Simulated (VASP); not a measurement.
Write the native input for VASP 6.6.1 that does the following.

```
Task                   : relaxation of cell and atoms
Functional             : PBE
Potentials or basis    : VASP PAW PBE potentials, release 64 (Be, B)
Cutoff                 : 600 eV
k mesh                 : 12 × 12 × 12
Occupations            : gaussian, width 0.1 eV
Spin                   : no spin polarisation
Dipole correction      : no
Further INCAR settings : ALGO = Normal; EDIFF = 1e-06; IBRION = 2; EDIFFG = -0.01; NSW = 100; ISIF = 3
```

The structure of Be7B lies in POSCAR:

```
Be7B
1.0
   -2.4638978000      2.4638978000      2.4638978000
    2.4638978000     -2.4638978000      2.4638978000
    2.4638978000      2.4638978000     -2.4638978000
Be B
7 1
Direct
    0.0000000000      0.5000000000      0.5000000000
    0.5000000000      0.5000000000      0.0000000000
    0.5000000000      0.0000000000      0.5000000000
    0.0000000000      0.0000000000      0.5000000000
    0.0000000000      0.5000000000      0.0000000000
    0.5000000000      0.0000000000      0.0000000000
    0.5000000000      0.5000000000      0.5000000000
    0.0000000000      0.0000000000      0.0000000000
```

The input as run:

INCAR

```
SYSTEM = Be7B
ALGO = Normal ; EDIFF = 1E-6
EDIFFG = -0.01 ; ENCUT = 600
GGA = PE ; IBRION = 2
ISIF = 3 ; ISMEAR = 0
LASPH = .True. ; LCHARG = .False.
LREAL = .False. ; LWAVE = .False.
NELM = 100 ; NSW = 100
PREC = Accurate ; SIGMA = 0.1
```

KPOINTS

```
k-points
0
Gamma
  12 12 12
  0 0 0
```

Potentials or basis: VASP PAW PBE potentials, release 64 (Be, B).

Command:

```sh
$ cat potpaw_PBE.64/Be/POTCAR potpaw_PBE.64/B/POTCAR > POTCAR
$ mpirun -np 1 vasp_std > vasp.out
```

It gave:

```json
{
 "Relaxed volume": "7.61 Å³/atom",
 "Relaxed cell": "a = 4.293 Å, b = 4.293 Å, c = 4.293 Å, α = 109.47°, β = 109.47°, γ = 109.47°",
 "Space group after relaxing (to 0.05 Å)": "Im-3m (No. 229)",
 "Energy gained by relaxing": "1.0 meV/atom",
 "Ionic steps": "3",
 "Pressure after relaxing": "0.0 GPa"
}
```

It took 65 s on 1 thread of Intel(R) Xeon(R) 6975P-C (Granite Rapids), on a shared host, peak memory 0.23 GiB.
